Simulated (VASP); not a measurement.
# TlCuF6 (Fm-3m) in VASP: further runs

The runs below take TlCuF6 through relaxation of cell and atoms, with LDA.

All numbers are computed with VASP 6.6.1; they aren't measurements. Logs are shortened: lines on timing, memory, paths and dates and some standing lists are left out, and cuts for length are marked.

## Step 1: The cell of the first run

It takes space group Fm-3m (No. 225, cubic). The conventional cell has a = 8.750 Å, b = 8.750 Å, c = 8.750 Å, α = 90.00°, β = 90.00°, γ = 90.00°. Tl (site symmetry m-3m) has 6 F at 2.32 Å within 3.1 Å. Within 2.7 Å of Cu (site symmetry m-3m) lie 6 F at 2.06 Å. Within 2.7 Å of F (site symmetry 4mm) lie 1 Cu at 2.06 Å and 1 Tl at 2.32 Å.

## Step 2: Relaxation of cell and atoms, LDA

File INCAR:

```
  PREC = Accurate
  ENCUT = 600
  EDIFF = 1E-7
  ISMEAR = 0
  SIGMA = 0.02
  LREAL = F
  LASPH = T
  NELM = 120
  ALGO = Normal
  ISIF = 3
  LWAVE = F
  LCHARG = F
  GGA = CA
  IBRION = 2
  NSW = 60
  EDIFFG = -0.01
  GGA_COMPAT = F
  NELMIN = 4
```

File KPOINTS:

```
regular mesh
0
Gamma
  5 5 5
```

File POSCAR:

```
TlCuF6
1.0
    6.1869160000      0.0000000000      0.0000000000
    3.0934580000      5.3580264271      0.0000000000
    3.0934580000      1.7860088090      5.0515957605
Tl Cu F
1 1 6
Direct
    0.0000000000      0.0000000000      0.0000000000
    0.5000000000      0.5000000000      0.5000000000
    0.2649900000      0.2649900000      0.7350100000
    0.2649900000      0.7350100000      0.7350100000
    0.7350100000      0.7350100000      0.2649900000
    0.2649900000      0.7350100000      0.2649900000
    0.7350100000      0.2649900000      0.7350100000
    0.7350100000      0.2649900000      0.2649900000
```

Potentials or basis: VASP PAW LDA potentials, release 64 (Tl_d, Cu, F).

Command:

```bash
$ cat potpaw_LDA.64/Tl_d/POTCAR potpaw_LDA.64/Cu/POTCAR potpaw_LDA.64/F/POTCAR > POTCAR
$ mpirun -np 1 vasp_std > vasp.out
```

OUTCAR:

```text
PREC = Accurate
   ENCUT = 600
   EDIFF = 1E-7
   ISMEAR = 0
   LREAL = F
   LASPH = T
   NELM = 120
   ISIF = 3
   GGA = CA
   IBRION = 2
   NSW = 60
   EDIFFG = -0.01
   NELMIN = 4

 ion  position               nearest neighbor table
   1  0.000  0.000  0.000-   4 2.32   8 2.32   5 2.32   6 2.32   7 2.32   3 2.32
   2  0.500  0.500  0.500-   4 2.06   8 2.06   5 2.06   6 2.06   7 2.06   3 2.06
   3  0.265  0.265  0.735-   2 2.06   1 2.32
   4  0.265  0.735  0.735-   2 2.06   1 2.32
   5  0.735  0.735  0.265-   2 2.06   1 2.32
   6  0.265  0.735  0.265-   2 2.06   1 2.32
   7  0.735  0.265  0.735-   2 2.06   1 2.32
   8  0.735  0.265  0.265-   2 2.06   1 2.32

  LATTYP: Found a face centered cubic cell.
 ALAT       =     8.7496205165

  Lattice vectors:

 A1 = (   6.1869160000,   0.0000000000,   0.0000000000)
 A2 = (   3.0934580000,   5.3580264271,   0.0000000000)
 A3 = (   3.0934580000,   1.7860088090,   5.0515957605)

Analysis of symmetry for initial positions (statically):
=====================================================================
 Subroutine PRICEL returns:
 Original cell was already a primitive cell.

 Routine SETGRP: Setting up the symmetry group for a
 face centered cubic supercell.

 Subroutine GETGRP returns: Found 48 space group operations
 (whereof 48 operations were pure point group operations)
 out of a pool of 48 trial point group operations.

The static configuration has the point symmetry O_h .

Analysis of symmetry for dynamics (positions and initial velocities):
=====================================================================
 Subroutine PRICEL returns:
 Original cell was already a primitive cell.

 Routine SETGRP: Setting up the symmetry group for a
 face centered cubic supercell.

 Subroutine GETGRP returns: Found 48 space group operations
 (whereof 48 operations were pure point group operations)
 out of a pool of 48 trial point group operations.

The dynamic configuration has the point symmetry O_h .

 Subroutine INISYM returns: Found 48 space group operations
 (whereof 48 operations are pure point group operations),
 and found     1 'primitive' translations

----------------------------------------------------------------------------------------

                                     Primitive cell

  volume of cell :     167.4587

  direct lattice vectors                    reciprocal lattice vectors
     6.186916000  0.000000000  0.000000000     0.161631417 -0.093317942 -0.065985750
     3.093458000  5.358026427  0.000000000     0.000000000  0.186635884 -0.065985750
     3.093458000  1.786008809  5.051595760     0.000000000  0.000000000  0.197957249

  length of vectors
     6.186916000  6.186916000  6.186916000     0.197957249  0.197957249  0.197957249

  position of ions in fractional coordinates (direct lattice)
     0.000000000  0.000000000  0.000000000
     0.500000000  0.500000000  0.500000000
     0.264990000  0.264990000  0.735010000
     0.264990000  0.735010000  0.735010000
     0.735010000  0.735010000  0.264990000
     0.264990000  0.735010000  0.264990000
     0.735010000  0.264990000  0.735010000
     0.735010000  0.264990000  0.264990000

  ion indices of the primitive-cell ions
   primitive index   ion index
                 1           1
                 2           2
                 3           3
                 4           4
                 5           5
                 6           6
                 7           7
                 8           8

----------------------------------------------------------------------------------------

 KPOINTS: regular mesh

Automatic generation of k-mesh.
 Grid dimensions read from file:
 generate k-points for:    5    5    5

 Generating k-lattice:

  Cartesian coordinates                     Fractional coordinates (reciprocal lattice)
     0.032326283 -0.018663588 -0.013197150     0.200000000  0.000000000 -0.000000000
     0.000000000  0.037327177 -0.013197150     0.000000000  0.200000000 -0.000000000
     0.000000000  0.000000000  0.039591450     0.000000000  0.000000000  0.200000000

  Length of vectors
     0.039591450  0.039591450  0.039591450

  Shift w.r.t. Gamma in fractional coordinates (k-lattice)
     0.000000000  0.000000000  0.000000000

 Subroutine IBZKPT returns following result:
 ===========================================

 Found     10 irreducible k-points:

 Following reciprocal coordinates:
            Coordinates               Weight
  0.000000  0.000000  0.000000      1.000000
  0.200000  0.000000  0.000000      8.000000
  0.400000  0.000000  0.000000      8.000000
  0.200000  0.200000  0.000000      6.000000
  0.400000  0.200000  0.000000     24.000000
 -0.400000  0.200000  0.000000     24.000000
 -0.200000  0.200000  0.000000     12.000000
  0.400000  0.400000 -0.000000      6.000000
 -0.400000  0.400000  0.000000     12.000000
 -0.400000  0.400000  0.200000     24.000000
   k-points           NKPTS =     10   k-points in BZ     NKDIM =     10   number of bands    NBANDS=     39
   number of dos      NEDOS =    301   number of ions     NIONS =      8
   total plane-waves  NPLWV = 125000
   dimension x,y,z NGX =    50 NGY =   50 NGZ =   50
   dimension x,y,z NGXF=   100 NGYF=  100 NGZF=  100
   ions per type =               1   1   6
   NGX,Y,Z   is equivalent  to a cutoff of  13.44, 13.44, 13.44 a.u.
   NGXF,Y,Z  is equivalent  to a cutoff of  26.87, 26.87, 26.87 a.u.
 SYSTEM =  unknown system
   PREC   = accura    normal or accurate (medium, high low for compatibility)
   ISTART =      0    job   : 0-new  1-cont  2-samecut
   ICHARG =      2    charge: 1-file 2-atom 10-const
   ISPIN  =      1    spin polarized calculation?
   LNONCOLLINEAR =      F non collinear calculations
   LSORBIT =      F    spin-orbit coupling
   LASPH  =      T    aspherical Exc in radial PAW
   ENCUT  =  600.0 eV  44.10 Ry    6.64 a.u.  12.36 12.36 12.36*2*pi/ulx,y,z
   NELM   =    120;   NELMIN=  4; NELMDL= -5     # of ELM steps
   EDIFF  = 0.1E-06   stopping-criterion for ELM
   LREAL  =      F    real-space projection
   EDIFFG = -.1E-01   stopping-criterion for IOM
   NSW    =     60    number of steps for IOM
   IBRION =      2    ionic relax: 0-MD 1-quasi-New 2-CG
   NFREE  =      1    steps in history (QN), initial steepest desc. (CG)
   ISIF   =      3    stress and relaxation
   ISYM   =      2    0-nonsym 1-usesym 2-fastsym
   POTIM  = 0.5000    time-step for ionic-motion
   TEBEG  =    0.0;   TEEND  =   0.0 temperature during run
   PSTRESS=    0.0 pullay stress
   NELECT =      66.0000    total number of electrons
   NUPDOWN=      -1.0000    fix difference up-down
   EMIN   =  10.00;   EMAX   =-10.00  energy-range for DOS
   EFERMI =   0.00;   METHOD = LEGACY
   ISMEAR =     0;   SIGMA  =   0.02  broadening in eV -4-tet -1-fermi 0-gaus
   EFERMI_NEDOS =   21; number of points for ismear=-14 and -15
   IALGO  =     38    algorithm
   IMIX   =      4    mixing-type and parameters
     AMIX     =   0.40;   BMIX     =  1.00
     AMIX_MAG =   1.60;   BMIX_MAG =  1.00
  volume/ion in A,a.u.               =      20.93       141.26
  Fermi-wavevector in a.u.,A,eV,Ry     =   1.200292  2.268223 19.601927  1.440701
  Thomas-Fermi vector in A             =   2.336132
   LORBIT       =      0    0 simple, 1 ext, 2 COOP (PROOUT), +10 PAW based schemes
   GGA     = CA    functional components
   LHFCALC =     F    Hartree Fock is set to
   AEXX    =    0.0000 exact exchange contribution
   IVDW    =     0    specifies the selected vdW correction
   LEPSILON=     F    determine dielectric tensor
   LRPA    =     F    only Hartree local field effects (RPA)
 conjugate gradient relaxation of ions
 non-spin polarized calculation
 Gauss-broadening in eV      SIGMA  =   0.02
  energy-cutoff  :      600.00
  volume of cell :      167.46
 maximum number of plane-waves:      5617
 NGX is ok and might be reduce to    50
   NGX = 25   NGY = 25   NGZ = 25

--------------------------------------- Ionic step        1  -------------------------------------------

 number of electron      65.9999962 magnetization

 Free energy of the ion-electron system (eV)
  ---------------------------------------------------
  ext. energy  EPLUGINS =         0.00000000
  ---------------------------------------------------
  free energy    TOTEN  =       -30.88112621 eV

  energy without entropy =      -30.87717618  energy(sigma->0) =      -30.87915120

------------------------ aborting loop because EDIFF is reached ----------------------------------------

  FORCE on cell =-STRESS in cart. coord.  units (eV):
  Direction    XX          YY          ZZ          XY          YZ          ZX
  --------------------------------------------------------------------------------------
  -------------------------------------------------------------------------------------
  Total      -14.6649970    -14.6649970    -14.6649970     -0.0000000      0.0000000     -0.0000000
  in kB     -140.3087963   -140.3087963   -140.3087963     -0.0000000      0.0000000     -0.0000000
  external PRESSURE =    -140.3087963 kB  Pullay stress =       0.0000000 kB

 VOLUME and BASIS-vectors are now :
 -----------------------------------------------------------------------------
  energy-cutoff  :      600.00
  volume of cell :      167.46
      direct lattice vectors                 reciprocal lattice vectors
     6.186916000  0.000000000  0.000000000     0.161631417 -0.093317942 -0.065985750
     3.093458000  5.358026427  0.000000000     0.000000000  0.186635884 -0.065985750
     3.093458000  1.786008809  5.051595760     0.000000000  0.000000000  0.197957249
[... 169 lines left out ...]
 POSITION                                       TOTAL-FORCE (eV/Angst)
 -----------------------------------------------------------------------------------
      0.00000      0.00000      0.00000         0.000000      0.000000      0.000000
      5.62041      3.24495      2.29452         0.000000      0.000000      0.000000
      4.30588      2.48600      3.36784         0.010611      0.006126     -0.008664
      5.62041      4.76284      3.36784         0.000000     -0.012252     -0.008664
      6.93495      4.00389      1.22121        -0.010611     -0.006126      0.008664
      4.30588      4.00389      1.22121         0.010611     -0.006126      0.008664
      6.93495      2.48600      3.36784        -0.010611      0.006126     -0.008664
      5.62041      1.72705      1.22121         0.000000      0.012252      0.008664
 -----------------------------------------------------------------------------------
    total drift:                                0.000000      0.000000      0.000000

  FREE ENERGIE OF THE ION-ELECTRON SYSTEM (eV)
  ---------------------------------------------------
  free  energy   TOTEN  =       -33.4168577454 eV

  energy  without entropy=      -33.4127395718  energy(sigma->0) =      -33.41479866

--------------------------------------- Ionic step        6  -------------------------------------------

 number of electron      66.0000013 magnetization

 Free energy of the ion-electron system (eV)
  ---------------------------------------------------
  ext. energy  EPLUGINS =         0.00000000
  ---------------------------------------------------
  free energy    TOTEN  =       -33.41723597 eV

  energy without entropy =      -33.41311206  energy(sigma->0) =      -33.41517401

 E-fermi :  -1.6643     XC(G=0):  -9.1724

 val. band max:       -1.6724330613   @ k =   0.4000   0.0000   0.0000
 cond. band min:      -1.6610308334   @ k =   0.2000   0.2000   0.0000
 fundamental gap:      0.0114022279
 Fermi energy:        -1.6642527309

 k-point     1 :       0.0000    0.0000    0.0000
  band No.  band energies     occupation
      1     -23.3898      2.00000
      2     -22.6453      2.00000
      3     -22.6453      2.00000
      4     -22.6453      2.00000
      5     -22.6296      2.00000
      6     -22.6296      2.00000
[... 431 lines left out ...]
 POSITION                                       TOTAL-FORCE (eV/Angst)
 -----------------------------------------------------------------------------------
      2.80756      4.86284      0.00000         0.000000      0.000000     -0.000000
      5.61512      3.24189      2.29236         0.000000      0.000000     -0.000000
      4.30244      2.48401      3.36417        -0.005145     -0.002971      0.004201
      5.61512      4.75765      3.36417         0.000000      0.005941      0.004201
      6.92781      3.99977      1.22056         0.005145      0.002971     -0.004201
      4.30244      3.99977      1.22056        -0.005145      0.002971     -0.004201
      6.92781      2.48401      3.36417         0.005145     -0.002971      0.004201
      5.61512      1.72613      1.22056         0.000000     -0.005941     -0.004201
 -----------------------------------------------------------------------------------
    total drift:                               -0.000000     -0.000000     -0.000000

  FREE ENERGIE OF THE ION-ELECTRON SYSTEM (eV)
  ---------------------------------------------------
  free  energy   TOTEN  =       -33.4172359678 eV

  energy  without entropy=      -33.4131120612  energy(sigma->0) =      -33.41517401

 reached required accuracy - stopping structural energy minimisation
```

Wall time 5.9 min (1 thread of AMD EPYC 9R45 (Zen 5), shared host); peak memory 0.31 GiB.

What came out:

| Property | Result |
| --- | --- |
| Free energy | -33.4172 eV |
| Relaxed volume | 15.65 Å³/atom |
| Relaxed cell | a = 5.615 Å, b = 5.615 Å, c = 5.615 Å, α = 60.00°, β = 60.00°, γ = 60.00° |
| Space group after relaxing (to 0.05 Å) | Fm-3m (No. 225) |
| Energy gained by relaxing | 317.0 meV/atom |
| Ionic steps | 6 |
| Pressure after relaxing | 0.0 GPa |
| Largest force after relaxing | 0.007 eV/Å |
| Band gap on the k mesh | zero (band 33 reaches -0.92 eV, above the bottom of band 34 at -1.67 eV) |

Forces in eV/Å, atoms in the order of the input:
```
Tl   0.000  0.000  0.000
Cu   0.000  0.000  0.000
F   -0.005 -0.003  0.004
F    0.000  0.006  0.004
F    0.005  0.003 -0.004
F   -0.005  0.003 -0.004
F    0.005 -0.003  0.004
F    0.000 -0.006 -0.004
```

The path:
| step | energy change (eV) | largest force (eV/Å) | pressure (GPa) | volume (Å³) |
| --- | --- | --- | --- | --- |
| 1 | 0.0000 | 0.2453 | -14.03 | 167.46 |
| 2 | -2.5291 | 0.0109 | -1.31 | 126.84 |
| 3 | -2.5359 | 0.0385 | -0.04 | 125.26 |
| 4 | -2.5346 | 0.0525 | 0.59 | 124.49 |
| 5 | -2.5357 | 0.0150 | -0.32 | 125.54 |
| 6 | -2.5361 | 0.0073 | -0.01 | 125.19 |

Final structure:
```
Tl Cu F
1.0
     5.61512    0.00000    0.00000
     2.80756    4.86284    0.00000
     2.80756    1.62095    4.58473
Tl Cu F
1 1 6
Direct
  0.00000 0.00000 0.00000
  0.50000 0.50000 0.50000
  0.26622 0.26622 0.73378
  0.26622 0.73378 0.73378
  0.73378 0.73378 0.26622
  0.26622 0.73378 0.26622
  0.73378 0.26622 0.73378
  0.73378 0.26622 0.26622
```

Caveat: the volume moved by over 15 % at a fixed basis, so the end points are rough; spin-orbit coupling is left out, which moves the levels of the heavy elements; semilocal functionals often make such compounds metallic where correlation or magnetic order opens a gap, which also shifts bond lengths.

(Part 1 of 2 ends here.)
